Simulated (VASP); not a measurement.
The system is Li5Mg.

```
CELL_PARAMETERS angstrom
3.06219 0.00000 0.00000
-1.53109 2.65193 0.00000
0.00000 0.00000 15.32283
ATOMIC_POSITIONS crystal
Li 0.66667 0.33333 0.16976
Li 0.00000 0.00000 0.33337
Li 0.66667 0.33333 0.50000
Li 0.00000 0.00000 0.66663
Li 0.66667 0.33333 0.83024
Mg 0.00000 0.00000 0.00000
```

| Property | Result |
| --- | --- |
| Program | VASP 6.6.1 |
| Task | relaxation of volume and atoms at fixed shape |
| Functional | LDA |
| Potentials or basis | VASP PAW LDA potentials, release 64 (Li_sv, Mg) |
| Cutoff | 600 eV |
| k mesh | 16 × 16 × 3 |
| Occupations | fermi-dirac, width 0.1 eV |
| Spin | no spin polarisation |

At the start: pressure -1.2 GPa; volume 20.74 Å³/atom.

Q: How do energy, volume and symmetry change on relaxing?

A: Over 9 steps the energy falls by 6.2 meV/atom and the volume is 19.31 Å³/atom (-6.9 %); space group P-6m2 (No. 187, to 0.05 Å).

The path:
```csv
step,energy change (eV),largest force (eV/Å),pressure (GPa),volume (Å³)
1,0.0000,0.0755,-1.22,124.43
2,-0.0191,0.0622,-0.87,121.61
3,-0.0357,0.0384,-0.21,117.02
4,-0.0368,0.0298,0.03,115.55
5,-0.0367,0.0310,-0.01,115.72
6,-0.0369,0.0266,-0.01,115.75
7,-0.0371,0.0144,-0.01,115.82
8,-0.0371,0.0132,-0.02,115.96
9,-0.0372,0.0069,-0.02,115.89
```

Final structure:
```
CELL_PARAMETERS angstrom
2.99040 0.00000 0.00000
-1.49520 2.58977 0.00000
0.00000 0.00000 14.96364
ATOMIC_POSITIONS crystal
Li 0.66667 0.33333 0.16805
Li 0.00000 0.00000 0.33385
Li 0.66667 0.33333 0.50000
Li 0.00000 0.00000 0.66615
Li 0.66667 0.33333 0.83195
Mg 0.00000 0.00000 0.00000
```

Caveat: the cutoff is under 1.25 times the usual one of these potentials, so pressure, stress and relaxed cells hold a basis-set (Pulay) error.
